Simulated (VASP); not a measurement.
## Au: single point with PBE

Au:

```
CELL_PARAMETERS angstrom
2.56388 0.00000 0.00000
0.00000 2.56388 0.00000
0.00000 0.00000 2.62694
ATOMIC_POSITIONS crystal
Au 0.00000 0.00000 0.00000
```

- Program: VASP 6.6.1
- Task: single point
- Functional: PBE
- Potentials or basis: VASP PAW PBE potentials, release 64 (Au)
- Cutoff: 520 eV
- k mesh: 6 × 6 × 6
- Occupations: gaussian, width 0.1 eV
- Spin: no spin polarisation

```json
{"Pressure": "30.5 GPa"}
```

Stress tensor (GPa, compression positive):
```
34.55  0.00  0.00
 0.00 34.55  0.00
 0.00  0.00 22.52
```

Levels at points of the mesh, in eV from the Fermi level:
```
           k point  band 2  band 3  band 4  band 5  band 6  band 7  band 8  band 9
(0.00, 0.00, 0.00)   -7.22   -7.02   -1.55   -1.55   -1.41   14.15   15.20   15.20
(0.50, 0.00, 0.00)   -6.45   -3.69   -3.47   -1.34   -1.20    3.11   16.33   19.41
(0.50, 0.50, 0.00)   -5.78   -3.29   -3.29    0.17    3.98    3.98    8.64   12.69
(0.00, 0.00, 0.50)   -6.75   -3.31   -3.31   -1.39   -1.25    2.45   16.70   19.52
(0.50, 0.00, 0.50)   -6.21   -3.16   -2.94   -0.05    3.63    3.76    8.10   12.48
(0.50, 0.50, 0.50)   -6.15   -6.15    0.04    0.28    9.33    9.33    9.40    9.74
```

Run time: 3.5 s on 1 thread of AMD EPYC 9R45 (Zen 5), on a shared host, peak memory 0.09 GiB.

Caveat: the k points lie up to 0.41 Å⁻¹ apart; spin-orbit coupling is left out, which moves the levels of the heavy elements.
